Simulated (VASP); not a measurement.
# CuI (F-43m) in VASP: a series of runs

The runs below take CuI through electric field gradients, phonons, with r2SCAN.

Program: VASP 6.6.1. These are calculated values, not measurements. Logs are shortened: lines on timing, memory, paths and dates and some standing lists are left out, and cuts for length are marked.

## (1) The cell of the first run

Symmetry: F-43m, No. 216, cubic system. The conventional cell has a = 6.023 Å, b = 6.023 Å, c = 6.023 Å, α = 90.00°, β = 90.00°, γ = 90.00°. Cu (site symmetry -43m) has 4 I at 2.61 Å within 3.4 Å. I (site symmetry -43m) has 4 Cu at 2.61 Å within 3.4 Å.

## (2) Electric field gradients, r2SCAN

Input file POSCAR:

```
CuI
1.0
    0.0000000000      3.0116090258      3.0116090258
    3.0116090258      0.0000000000      3.0116090258
    3.0116090258      3.0116090258      0.0000000000
Cu I
1 1
Direct
    0.7500000000      0.7500000000      0.7500000000
    0.0000000000      0.0000000000      0.0000000000
```

Input file INCAR.step1:

```
ALGO = Normal
EDIFF = 1E-4
ENCUT = 520
GGA = PE
ISMEAR = 0
LASPH = True
LCHARG = False
LREAL = False
LWAVE = True
NBANDS = 16
NELM = 80
PREC = Accurate
SIGMA = 0.05
```

Input file INCAR.step2:

```
ALGO = Normal
EDIFF = 1E-8
ENCUT = 520
ISIF = 2
ISMEAR = 0
ISTART = 1
LASPH = True
LCHARG = False
LEFG = True
LMIXTAU = True
LREAL = False
LWAVE = False
METAGGA = R2SCAN
NBANDS = 16
NELM = 80
PREC = Accurate
SIGMA = 0.05
```

Input file KPOINTS:

```
k-points
0
Gamma
  6 6 6
```

Potentials or basis: VASP PAW PBE potentials, release 64 (Cu, I).

Command:

```bash
cat potpaw_PBE.64/Cu/POTCAR potpaw_PBE.64/I/POTCAR > POTCAR
cp INCAR.step1 INCAR
mpirun -np 1 vasp_std > vasp.out
cp INCAR.step2 INCAR
mpirun -np 1 vasp_std > vasp.out
```

OUTCAR:

```text
EDIFF = 1E-8
   ENCUT = 520
   ISIF = 2
   ISMEAR = 0
   ISTART = 1
   LASPH = True
   LREAL = False
   METAGGA = R2SCAN
   NELM = 80
   PREC = Accurate

 ion  position               nearest neighbor table
   1  0.750  0.750  0.750-   2 2.61   2 2.61   2 2.61   2 2.61
   2  0.000  0.000  0.000-   1 2.61   1 2.61   1 2.61   1 2.61

  LATTYP: Found a face centered cubic cell.
 ALAT       =     6.0232180516

  Lattice vectors:

 A1 = (   0.0000000000,   3.0116090258,   3.0116090258)
 A2 = (   3.0116090258,   0.0000000000,   3.0116090258)
 A3 = (   3.0116090258,   3.0116090258,   0.0000000000)

Analysis of symmetry for initial positions (statically):
=====================================================================
 Subroutine PRICEL returns:
 Original cell was already a primitive cell.

 Routine SETGRP: Setting up the symmetry group for a
 face centered cubic supercell.

 Subroutine GETGRP returns: Found 24 space group operations
 (whereof 24 operations were pure point group operations)
 out of a pool of 48 trial point group operations.

The static configuration has the point symmetry T_d .

Analysis of symmetry for dynamics (positions and initial velocities):
=====================================================================
 Subroutine PRICEL returns:
 Original cell was already a primitive cell.

 Routine SETGRP: Setting up the symmetry group for a
 face centered cubic supercell.

 Subroutine GETGRP returns: Found 24 space group operations
 (whereof 24 operations were pure point group operations)
 out of a pool of 48 trial point group operations.

The dynamic configuration has the point symmetry T_d .

 Subroutine INISYM returns: Found 24 space group operations
 (whereof 24 operations are pure point group operations),
 and found     1 'primitive' translations

----------------------------------------------------------------------------------------

                                     Primitive cell

  volume of cell :      54.6293

  direct lattice vectors                    reciprocal lattice vectors
     0.000000000  3.011609026  3.011609026    -0.166024207  0.166024207  0.166024207
[... 114 lines left out ...]

 number of electron      18.0000016 magnetization

 Free energy of the ion-electron system (eV)
  ---------------------------------------------------
  ext. energy  EPLUGINS =         0.00000000
  ---------------------------------------------------
  free energy    TOTEN  =       -35.79373518 eV

  energy without entropy =      -35.79373518  energy(sigma->0) =      -35.79373518

 E-fermi :   4.7539     XC(G=0):  -9.5468

 val. band max:        4.4755118674   @ k =   0.0000   0.0000   0.0000
 cond. band min:       6.1480390926   @ k =   0.0000   0.0000   0.0000
 fundamental gap:      1.6725272252
 Fermi energy:         4.7539311704

 k-point     1 :       0.0000    0.0000    0.0000
  band No.  band energies     occupation
      1     -10.1568      2.00000
      2       0.5846      2.00000
      3       0.5846      2.00000
      4       0.5846      2.00000
      5       2.5579      2.00000
      6       2.5579      2.00000
[... 281 lines left out ...]
      3      -0.0934      2.00000
      4       0.3809      2.00000
      5       2.4956      2.00000
      6       2.5042      2.00000
[... 8 lines left out ...]
     15      16.5857      0.00000
     16      17.2565      0.00000

------------------------ aborting loop because EDIFF is reached ----------------------------------------

  FORCE on cell =-STRESS in cart. coord.  units (eV):
  Direction    XX          YY          ZZ          XY          YZ          ZX
  --------------------------------------------------------------------------------------
  -------------------------------------------------------------------------------------
  Total       -0.0074022     -0.0074022     -0.0074022      0.0000000     -0.0000000      0.0000000
  in kB       -0.2170933     -0.2170933     -0.2170933      0.0000000     -0.0000000      0.0000000
  external PRESSURE =      -0.2170933 kB  Pullay stress =       0.0000000 kB

 VOLUME and BASIS-vectors are now :
 -----------------------------------------------------------------------------
  energy-cutoff  :      520.00
  volume of cell :       54.63
      direct lattice vectors                 reciprocal lattice vectors
     0.000000000  3.011609026  3.011609026    -0.166024207  0.166024207  0.166024207
     3.011609026  0.000000000  3.011609026     0.166024207 -0.166024207  0.166024207
     3.011609026  3.011609026  0.000000000     0.166024207  0.166024207 -0.166024207

 POSITION                                       TOTAL-FORCE (eV/Angst)
 -----------------------------------------------------------------------------------
      4.51741      4.51741      4.51741        -0.000000     -0.000000     -0.000000
      0.00000      0.00000      0.00000         0.000000      0.000000      0.000000
 -----------------------------------------------------------------------------------
    total drift:                                0.000010      0.000010      0.000010

  FREE ENERGIE OF THE ION-ELECTRON SYSTEM (eV)
  ---------------------------------------------------
  free  energy   TOTEN  =       -35.7937351757 eV

  energy  without entropy=      -35.7937351757  energy(sigma->0) =      -35.79373518

 Electric field gradients (V/A^2)
---------------------------------------------------------------------
 ion       V_xx      V_yy      V_zz      V_xy      V_xz      V_yz
---------------------------------------------------------------------
   1      -0.000    -0.000    -0.000     0.000     0.000     0.000
   2      -0.000    -0.000     0.000     0.000     0.000     0.000
---------------------------------------------------------------------

 Electric field gradients after diagonalization (V/A^2)
 (convention: |V_zz| > |V_xx| > |V_yy|)
----------------------------------------------------------------------
 ion       V_xx      V_yy      V_zz     asymmetry (V_yy - V_xx)/ V_zz
----------------------------------------------------------------------
   1      -0.000    -0.000     0.001       0.000
   2      -0.000    -0.000     0.000       0.000
----------------------------------------------------------------------

           NMR quadrupolar parameters

 Cq : quadrupolar parameter    Cq=e*Q*V_zz/h
 eta: asymmetry parameters     (V_yy - V_xx)/ V_zz
 Q  : nuclear electric quadrupole moment in mb (millibarn)
----------------------------------------------------------------------
 ion       Cq(MHz)       eta       Q (mb)
----------------------------------------------------------------------
   1       0.000       0.000       1.000
   2       0.000       0.000       1.000
----------------------------------------------------------------------
```

OSZICAR.step1:

```text
N       E                     dE             d eps       ncg     rms          rms(c)
DAV:   1     0.960811978172E+02    0.96081E+02   -0.76670E+03   512   0.121E+03
DAV:   2     0.923534234007E+00   -0.95158E+02   -0.86322E+02   568   0.228E+02
DAV:   3    -0.559800322646E+01   -0.65215E+01   -0.64409E+01   664   0.638E+01
DAV:   4    -0.577414413677E+01   -0.17614E+00   -0.17608E+00   616   0.985E+00
DAV:   5    -0.578282021089E+01   -0.86761E-02   -0.86760E-02   808   0.242E+00    0.538E+00
DAV:   6    -0.570448209262E+01    0.78338E-01   -0.27458E+00   512   0.450E+01    0.348E+00
DAV:   7    -0.555519524149E+01    0.14929E+00   -0.66231E-01   536   0.269E+01    0.172E+00
DAV:   8    -0.555634187642E+01   -0.11466E-02   -0.34995E-02   792   0.259E+00    0.451E-01
DAV:   9    -0.555403595252E+01    0.23059E-02   -0.86709E-03   672   0.276E+00    0.135E-01
DAV:  10    -0.555421377609E+01   -0.17782E-03   -0.57399E-04   608   0.157E-01    0.389E-02
DAV:  11    -0.555421928259E+01   -0.55065E-05   -0.13614E-04   520   0.349E-01
   1 F= -.55542193E+01 E0= -.55542193E+01  d E =-.115574E-12
```

Run time: 46 s. Hardware: 1 thread of Intel Xeon Platinum 8488C (Sapphire Rapids), shared host; peak memory 0.19 GiB.

Results:

- Free energy: -35.7937 eV
- Pressure: 0.0 GPa
- Band gap on the k mesh: 1.67 eV
- Largest electric field gradient by atom: zero within the noise of the run

Caveat: the PAW data sets were made with another functional, which shifts forces and pressure a little; spin-orbit coupling is left out, which moves the levels of the heavy elements. r2SCAN opens gaps a little over a GGA but as a rule still falls short of measured ones.

## (3) Phonons, r2SCAN

Input file INCAR:

```
SYSTEM = CuI
PREC = Accurate
ENCUT = 520
EDIFF = 1E-8
ISMEAR = 0
SIGMA = 0.01
LREAL = .False.
LASPH = .True.
NELM = 60
ALGO = Normal
ISIF = 2
LWAVE = .False.
LCHARG = .True.
METAGGA = R2SCAN
LMIXTAU = .True.
NBANDS = 16
IBRION = 6
NFREE = 2
POTIM = 0.015
NSW = 1
```

Input file KPOINTS:

```
Automatic mesh
0
Gamma
  6 6 6
  0 0 0
```

POSCAR is that of step 2.

Potentials or basis: VASP PAW PBE potentials, release 64 (Cu, I).

Command:

```bash
cat potpaw_PBE.64/Cu/POTCAR potpaw_PBE.64/I/POTCAR > POTCAR
mpirun -np 1 vasp_std > vasp.out
```

OUTCAR:

```text
SYSTEM = CuI
   PREC = Accurate
   ENCUT = 520
   EDIFF = 1E-8
   ISMEAR = 0
   LREAL = .False.
   LASPH = .True.
   NELM = 60
   ISIF = 2
   METAGGA = R2SCAN
   IBRION = 6
   NFREE = 2
   POTIM = 0.015
   NSW = 1

 ion  position               nearest neighbor table
   1  0.750  0.750  0.750-   2 2.61   2 2.61   2 2.61   2 2.61
   2  0.000  0.000  0.000-   1 2.61   1 2.61   1 2.61   1 2.61

[... 832 lines left out ...]
  x     0.00000     0.00000     0.00000     0.00000     3.37772     0.00000
  y     0.00000     0.00000     0.00000     0.00000     0.00000     3.37772
  z     0.00000     0.00000     0.00000     3.37772     0.00000     0.00000

 INTERNAL STRAIN TENSOR FOR ION    2 for displacements in x,y,z  (eV/Angst):
          X           Y           Z          XY          YZ          ZX
  --------------------------------------------------------------------------------
  x     0.00000     0.00000     0.00000     0.00000    -3.60855     0.00000
  y     0.00000     0.00000     0.00000     0.00000     0.00000    -3.60855
  z     0.00000     0.00000     0.00000    -3.60855     0.00000     0.00000

 Eigenvectors and eigenvalues of the dynamical matrix
 ----------------------------------------------------

   1 f  =    3.903240 THz    24.524779 2PiTHz  130.198066 cm-1    16.142496 meV
             X         Y         Z           dx          dy          dz
      4.517414  4.517414  4.517414    -0.807323   -0.133792    0.000000
      0.000000  0.000000  0.000000     0.567009    0.093967    0.000000
[... 21 lines left out ...]
   6 f/i=    0.013816 THz     0.086809 2PiTHz    0.460854 cm-1     0.057139 meV
             X         Y         Z           dx          dy          dz
      4.517414  4.517414  4.517414     0.574730   -0.003429   -0.001452
      0.000000  0.000000  0.000000     0.818317   -0.004883   -0.002067

 ELASTIC MODULI CONTR FROM IONIC RELAXATION (kBar)
 Direction    XX          YY          ZZ          XY          YZ          ZX
 --------------------------------------------------------------------------------
 XX          -0.0000      0.0000      0.0000      0.0000     -0.0000      0.0000
 YY           0.0000     -0.0000      0.0000      0.0000      0.0000     -0.0000
 ZZ           0.0000      0.0000     -0.0000     -0.0000      0.0000      0.0000
 XY           0.0000      0.0000     -0.0000   -135.8797      0.0000      0.0000
 YZ          -0.0000      0.0000      0.0000      0.0000   -135.8797      0.0000
 ZX           0.0000     -0.0000      0.0000      0.0000      0.0000   -135.8797
 --------------------------------------------------------------------------------
```

Wall time 5.1 min (1 thread of Intel Xeon Platinum 8488C (Sapphire Rapids), shared host); peak memory 0.23 GiB.

Results:

```yaml
Highest_phonon_frequency_at_Γ_LO-TO_splitting_left_out: 130 cm⁻¹
```

Phonon frequencies in cm⁻¹ (negative: imaginary):
```tsv
q point	frequencies
(0.000, 0.000, 0.000)	0 0 0 130 130 130
```

Caveat: the PAW data sets were made with another functional, which shifts forces and pressure a little; spin-orbit coupling is left out, which moves the levels of the heavy elements.

## (4) Phonons, r2SCAN

Input file INCAR:

```
PREC = Accurate
ENCUT = 520
EDIFF = 1E-8
ISMEAR = 0
SIGMA = 0.05
LREAL = False
LASPH = True
NELM = 80
ALGO = Normal
ISIF = 2
LWAVE = False
LCHARG = False
METAGGA = R2SCAN
LMIXTAU = True
NBANDS = 16
IBRION = 6
NFREE = 2
POTIM = 0.015
NSW = 1
```

Input file KPOINTS:

```
Automatic mesh
0
Gamma
  8 8 8
```

POSCAR is that of step 3.

Potentials or basis: VASP PAW PBE potentials, release 64 (Cu, I).

Command:

```bash
cat potpaw_PBE.64/Cu/POTCAR potpaw_PBE.64/I/POTCAR > POTCAR
mpirun -np 1 vasp_std > vasp.out
```

OUTCAR:

```text
PREC = Accurate
   ENCUT = 520
   EDIFF = 1E-8
   ISMEAR = 0
   LREAL = False
   LASPH = True
   NELM = 80
   ISIF = 2
   METAGGA = R2SCAN
   IBRION = 6
   NFREE = 2
   POTIM = 0.015
   NSW = 1

 ion  position               nearest neighbor table
   1  0.750  0.750  0.750-   2 2.61   2 2.61   2 2.61   2 2.61
   2  0.000  0.000  0.000-   1 2.61   1 2.61   1 2.61   1 2.61

  LATTYP: Found a face centered cubic cell.
 ALAT       =     6.0232180516

  Lattice vectors:

 A1 = (   0.0000000000,   3.0116090258,   3.0116090258)
 A2 = (   3.0116090258,   0.0000000000,   3.0116090258)
 A3 = (   3.0116090258,   3.0116090258,   0.0000000000)

[... 799 lines left out ...]
  -------------------------------------------------------------------------------------
  Total       -0.0122088     -0.0112052     -0.0112052      0.0000000      0.0534168      0.0000000
  in kB       -0.3580612     -0.3286287     -0.3286287      0.0000000      1.5666166      0.0000000
  external PRESSURE =      -0.3384395 kB  Pullay stress =       0.0000000 kB
[... 17 lines left out ...]
  FREE ENERGIE OF THE ION-ELECTRON SYSTEM (eV)
  ---------------------------------------------------
  free  energy   TOTEN  =       -35.7952075619 eV

  energy  without entropy=      -35.7952075619  energy(sigma->0) =      -35.79520756

 INTERNAL STRAIN TENSORS FROM DISPLACED ATOMS
 ============================================

 INTERNAL STRAIN TENSOR FOR ION    1 for displacements in x,y,z  (eV/Angst):
          X           Y           Z          XY          YZ          ZX
  --------------------------------------------------------------------------------
  x     0.00000     0.00000     0.00000     0.00000     3.37667     0.00000
  y     0.00000     0.00000     0.00000     0.00000     0.00000     3.37667
  z     0.00000     0.00000     0.00000     3.37667     0.00000     0.00000

 INTERNAL STRAIN TENSOR FOR ION    2 for displacements in x,y,z  (eV/Angst):
          X           Y           Z          XY          YZ          ZX
  --------------------------------------------------------------------------------
  x     0.00000     0.00000     0.00000     0.00000    -3.60669     0.00000
  y     0.00000     0.00000     0.00000     0.00000     0.00000    -3.60669
  z     0.00000     0.00000     0.00000    -3.60669     0.00000     0.00000

 Eigenvectors and eigenvalues of the dynamical matrix
 ----------------------------------------------------

   1 f  =    3.902603 THz    24.520778 2PiTHz  130.176825 cm-1    16.139862 meV
             X         Y         Z           dx          dy          dz
      4.517414  4.517414  4.517414    -0.805892   -0.060219   -0.128016
      0.000000  0.000000  0.000000     0.566253    0.042312    0.089949
[... 21 lines left out ...]
   6 f/i=    0.013007 THz     0.081723 2PiTHz    0.433856 cm-1     0.053791 meV
             X         Y         Z           dx          dy          dz
      4.517414  4.517414  4.517414     0.041176    0.246210   -0.517888
      0.000000  0.000000  0.000000     0.058602    0.350407   -0.737060

 ELASTIC MODULI CONTR FROM IONIC RELAXATION (kBar)
 Direction    XX          YY          ZZ          XY          YZ          ZX
 --------------------------------------------------------------------------------
 XX          -0.0000     -0.0000     -0.0000      0.0000      0.0000      0.0000
 YY          -0.0000     -0.0000     -0.0000      0.0000      0.0000      0.0000
 ZZ          -0.0000     -0.0000     -0.0000      0.0000      0.0000      0.0000
 XY           0.0000      0.0000      0.0000   -135.7933      0.0000      0.0000
 YZ           0.0000      0.0000      0.0000      0.0000   -135.7933     -0.0000
 ZX           0.0000      0.0000      0.0000      0.0000     -0.0000   -135.7933
 --------------------------------------------------------------------------------
```

stdout:

```text
POSCAR found type information on POSCAR CuI
 POSCAR found :  2 types and       2 ions
 scaLAPACK will be used
 -----------------------------------------------------------------------------
|                                                                             |
|                                                                             |
|     You enforced a specific xc type in the INCAR file but a different       |
|     I HOPE YOU KNOW WHAT YOU ARE DOING!                                     |
|                                                                             |
 -----------------------------------------------------------------------------

 LDA part: xc-table for (None), standard interpolation
 POSCAR, INCAR and KPOINTS ok, starting setup
 FFT: planning ... GRIDC
 FFT: planning ... GRID_SOFT
 FFT: planning ... GRID
 WAVECAR not read
 entering main loop
 Found     2 degrees of freedom:
 Finite differences POTIM= 0.01500 DOF=   2
 bond charge predicted
 Finite differences progress:
 bond charge predicted
 Finite differences progress:
 bond charge predicted
 Finite differences progress:
 bond charge predicted
 Finite differences progress:
```

Run time: 10 min. Hardware: 1 thread of Intel Xeon Platinum 8488C (Sapphire Rapids), shared host; peak memory 0.29 GiB.

Results:

```yaml
Highest_phonon_frequency_at_Γ_LO-TO_splitting_left_out: 130 cm⁻¹
```

Phonon frequencies in cm⁻¹ (negative: imaginary):
```
              q point        frequencies
(0.000, 0.000, 0.000)  0 0 0 130 130 130
```

Caveat: the PAW data sets were made with another functional, which shifts forces and pressure a little; spin-orbit coupling is left out, which moves the levels of the heavy elements.
